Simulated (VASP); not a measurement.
Wanted: the native input for a VASP 6.6.1 run.

```yaml
Task: single point
Functional: PBE
Potentials_or_basis: VASP PAW PBE potentials, release 64 (In_d, Se)
Cutoff: 520 eV
k_mesh: 8 × 8 × 8
Occupations: fermi-dirac, width 0.05 eV
Spin: no spin polarisation
Dipole_correction: no
Further_INCAR_settings: ALGO = Normal; EDIFF = 1e-07; NBANDS = 27
```

The structure of InSe lies in POSCAR:

```
InSe
1.0
    1.9865767768      1.1469506368      8.3833539979
   -1.9865767768      1.1469506368      8.3833539979
    0.0000000000     -2.2939012737      8.3833539979
In Se
2 2
Direct
    0.8886000000      0.8886000000      0.8886000000
    0.0000000000      0.0000000000      0.0000000000
    0.1719000000      0.1719000000      0.1719000000
    0.3835000000      0.3835000000      0.3835000000
```

The input as run:

INCAR

```
  PREC = Accurate
  ENCUT = 520
  EDIFF = 1E-7
  ISMEAR = -1
  SIGMA = 0.05
  LREAL = F
  LASPH = T
  NELM = 80
  ALGO = Normal
  ISIF = 2
  LWAVE = F
  LCHARG = F
  GGA = PE
  NBANDS = 27
```

KPOINTS

```
regular mesh
0
Gamma
  8 8 8
```

Potentials or basis: VASP PAW PBE potentials, release 64 (In_d, Se).

Command:

```bash
$ cat potpaw_PBE.64/In_d/POTCAR potpaw_PBE.64/Se/POTCAR > POTCAR
$ mpirun -np 1 vasp_std > vasp.out
```

Results of the run:

- Pressure: 4.0 GPa
- Largest force: 0.467 eV/Å
- Band gap on the k mesh: 0.48 eV

Caveat: the cell stands under pressure; spin-orbit coupling is left out, which moves the levels of the heavy elements.

Wall time 13 min on 1 thread of Intel(R) Xeon(R) Platinum 8559C (Emerald Rapids), with other jobs on the host, peak memory 0.73 GiB.
